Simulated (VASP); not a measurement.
Input of a VASP 6.6.1 run:

File INCAR:

```
SYSTEM = Si
PREC = Accurate
ENCUT = 520
EDIFF = 1E-7
ISMEAR = 0
SIGMA = 0.01
LREAL = .False.
LASPH = .True.
NELM = 100
ALGO = Normal
ISIF = 2
LWAVE = .False.
LCHARG = .False.
GGA = PE
NBANDS = 16
```

KPOINTS

```
regular mesh
0
Gamma
  6 6 2
  0 0 0
```

POSCAR

```
Si
1.0
    3.8321167759      0.0000000000      0.0000000000
   -1.9160583880      3.3187104782      0.0000000000
    0.0000000000      0.0000000000      6.3412387344
Si
4
Direct
    0.3333333333      0.6666666667      0.0630612455
    0.6666666667      0.3333333333      0.5630612455
    0.3333333333      0.6666666667      0.4369387545
    0.6666666667      0.3333333333      0.9369387545
```

Potentials or basis: VASP PAW PBE potentials, release 64 (Si).

Launch:

```console
$ cat potpaw_PBE.64/Si/POTCAR > POTCAR
$ mpirun -np 1 vasp_std > vasp.out
```

Problem. Estimate the band gap on the k mesh.

Solution. 0.42 eV, indirect (least direct gap 1.04 eV).

Problem. What does it give for the largest force?

Solution. 0.041 eV/Å.

Stress tensor (GPa, compression positive):
```
1.41 0.00 0.00
0.00 1.41 0.00
0.00 0.00 0.99
```

Caveat: the k points lie up to 0.50 Å⁻¹ apart. Expect the measured gap to be larger: semilocal functionals such as PBE lack the derivative discontinuity.
